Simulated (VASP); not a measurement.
Runs of VASP 6.6.1 on WS2 (Tungstenite). Symmetry: R3m, No. 160, trigonal system. The conventional cell has a = 3.172 Å, b = 3.172 Å, c = 18.712 Å, α = 90.00°, β = 90.00°, γ = 120.00°. Within 3.2 Å of W (site symmetry 3m) lie 6 S at 2.41 Å and 6 W at 3.17 Å. S (site symmetry 3m) has 3 W at 2.41 Å and 7 S at 3.12 to 3.17 Å within 3.2 Å. Within 3.2 Å of S (site symmetry 3m) lie 3 W at 2.41 Å and 7 S at 3.12 to 3.17 Å. 

```csv
level,potentials or basis,k mesh,cutoff (eV),grid for exact exchange (PRECFOCK),screening parameter,gap on the mesh (eV),pressure (GPa),largest force (eV/Å)
HSE06,"VASP PAW PBE potentials, release 64 (W_sv, S)",4 × 4 × 4,520,Normal,0.2079 1/Å,(c),-2.1,0.42
LDA,"VASP PAW LDA potentials, release 64 (W_sv, S)",4 × 4 × 4,500,-,-,1.34,(b),0.31
PBE,"VASP PAW PBE potentials, release 64 (W_sv, S)",2 × 2 × 2,500,-,-,1.99,6.3,(d)
PBE,"VASP PAW PBE potentials, release 64 (W_sv, S)",6 × 6 × 6,520,-,-,1.09,3.2,(a)
```

Alike in all rows: task single point; no spin polarisation; cell as given; smearing gaussian 0.01 eV.

Problem. Fill in the values left out.

Solution. (a) 0.20; (b) -4.8; (c) 1.98; (d) 0.55.

Caveats: some runs use coarse meshes; spin-orbit coupling is left out, which moves the levels of the heavy elements; the PAW data sets were made with another functional, which shifts forces and pressure a little (some runs).

A k mesh can miss the band edges, and the runs leave out spin-orbit coupling on W.
